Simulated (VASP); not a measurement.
Cu, 1 atom in the cell. Symmetry: I4/mmm, No. 139, tetragonal system. Conventional cell: a = 2.996 Å, b = 2.996 Å, c = 2.718 Å, α = 90.00°, β = 90.00°, γ = 90.00°. Cu (site symmetry 4/mmm) has 14 Cu at 2.52 to 3.00 Å within 3.3 Å. 

```yaml
Program: VASP 6.6.1
Task: single point
Functional: PBE
Potentials_or_basis: VASP PAW PBE potentials, release 64 (Cu)
Cutoff: 520 eV
k_mesh: 22 × 22 × 22
Occupations: gaussian, width 0.15 eV
Spin: no spin polarisation
Dipole_correction: no
Further_INCAR_settings: ALGO = Normal; EDIFF = 1e-06; NBANDS = 12
```

Potentials or basis: VASP PAW PBE potentials, release 64 (Cu).

Run with:

```console
$ cat potpaw_PBE.64/Cu/POTCAR > POTCAR
$ mpirun -np 1 vasp_std > vasp.out
```

Hardware: 1 thread of Intel(R) Xeon(R) 6975P-C (Granite Rapids), on a shared host.

Task: Estimate the wall time of this run.

Result: Wall time 77 s on 1 thread of Intel(R) Xeon(R) 6975P-C (Granite Rapids), on a shared host, peak memory 0.22 GiB. Counts: scf iterations 11, k points 834.
